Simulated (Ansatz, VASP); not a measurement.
# One calculation of Cd2Ru, two programs

Contents of POSCAR:

```
Cd2Ru
1.0
    4.6701336259      0.0000000000      0.0000000000
   -2.3350668129      4.0444543591      0.0000000000
    0.0000000000      0.0000000000      2.7661927273
Cd Ru
2 1
Direct
    0.3333333333      0.6666666667      0.5000000000
    0.6666666667      0.3333333333      0.5000000000
    0.0000000000      0.0000000000      0.0000000000
```

File INCAR.step1:

```
SYSTEM = Cd2Ru
  PREC = Accurate
  ENCUT = 600
  ISMEAR = 0
  SIGMA = 0.1
  LREAL = .FALSE.
  LASPH = .TRUE.
  NELM = 80
  GGA = PE
  ALGO = Normal
  EDIFF = 1E-4
  LWAVE = .TRUE.
  LCHARG = .FALSE.
```

File INCAR.step2:

```
SYSTEM = Cd2Ru
  PREC = Accurate
  ENCUT = 600
  EDIFF = 1E-7
  ISMEAR = 0
  SIGMA = 0.1
  LREAL = .FALSE.
  LASPH = .TRUE.
  NELM = 80
  ALGO = Normal
  ISIF = 3
  LWAVE = .FALSE.
  LCHARG = .FALSE.
  METAGGA = R2SCAN
  LMIXTAU = .TRUE.
  IBRION = 2
  NSW = 90
  EDIFFG = -0.04
  ISTART = 1
```

KPOINTS

```
Automatic mesh
0
G
  6 6 6
  0 0 0
```

Input for Ansatz:

```yaml
crystal:
  lattice:
    - [4.6701336259, 0.0, 0.0]
    - [-2.3350668129, 4.0444543591, 0.0]
    - [0.0, 0.0, 2.7661927273]
  atoms:
    - { symbol: Cd, position: [0.3333333333, 0.6666666667, 0.5] }
    - { symbol: Cd, position: [0.6666666667, 0.3333333333, 0.5] }
    - { symbol: Ru, position: [0.0, 0.0, 0.0] }
basis:
  ecutwfc: 500
kpoints:
  mp_grid: { grid: [6, 6, 6] }
hamiltonian:
  xc: r2scan
scf:
  occupations: { method: gaussian, width: 0.1 }
  lower_state_search: "off"
output:
  forces: true
  stress: true
  eigenvalues: true
relax:
  adjacent_minimum: "off"
  f_tol: 0.04
  max_steps: 70
  cell: { stress_tol: 0.4 }
```

Alike in both runs: task relaxation of cell and atoms; functional r2SCAN; k mesh 6 × 6 × 6; occupations gaussian, width 0.1 eV; no spin polarisation.

```csv
,VASP,Ansatz
version,VASP 6.6.1,Ansatz 0.2.0
potentials or method,"VASP PAW PBE potentials, release 64 (Cd, Ru_pv), cutoff 600 eV","scalar-relativistic, plane waves, PAW"
valence electrons in the cell,38,56
```

```tsv
	VASP	Ansatz	Ansatz less VASP
gap on the k mesh at the Fermi level, each at its own relaxed structure (eV)	none	none	-
relaxed volume (Å³/atom)	17.58	17.46	-0.123
relaxed cell length with the largest relative difference (Å)	2.805	2.798	-0.0068
```

VASP's potentials were made for PBE, not for r2SCAN. A gap of «none» marks a metal or a gap that the smearing closes. VASP's potentials hold 38 valence electrons a cell and Ansatz's 56, so a difference there can come from the potentials and not from the codes.

The k mesh is coarse, so the values compare programs but aren't converged.
